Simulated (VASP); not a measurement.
Here is a VASP 6.6.1 calculation.

File INCAR:

```
  PREC = Accurate
  ENCUT = 520
  EDIFF = 1E-7
  ISMEAR = 0
  SIGMA = 0.05
  LREAL = False
  LASPH = True
  NELM = 60
  ALGO = Normal
  ISIF = 2
  LWAVE = False
  LCHARG = True
  GGA = PE
  LELF = True
  LVHAR = True
  NBANDS = 16
```

KPOINTS

```
Automatic mesh
0
Gamma
  12 12 12
```

Contents of POSCAR:

```
GaN
1.0
    0.0000000000      2.1206252628      2.5447503153
    2.1206252628      0.0000000000      2.5447503153
    2.1206252628      2.1206252628      0.0000000000
Ga N
1 1
Direct
    0.0000000000      0.0000000000      0.0000000000
    0.7500000000      0.7500000000      0.7500000000
```

Potentials or basis: VASP PAW PBE potentials, release 64 (Ga_d, N).

Launch:

```console
$ cat potpaw_PBE.64/Ga_d/POTCAR potpaw_PBE.64/N/POTCAR > POTCAR
$ mpirun -np 1 vasp_std > vasp.out
```

Q: What does it give for the pressure?

A: 3.2 GPa.

Q: Estimate the band gap on the k mesh.

A: 1.14 eV, direct.

Stress tensor (GPa, compression positive):
```
 14.23   0.00   0.00
  0.00  14.23   0.00
  0.00   0.00 -18.81
```
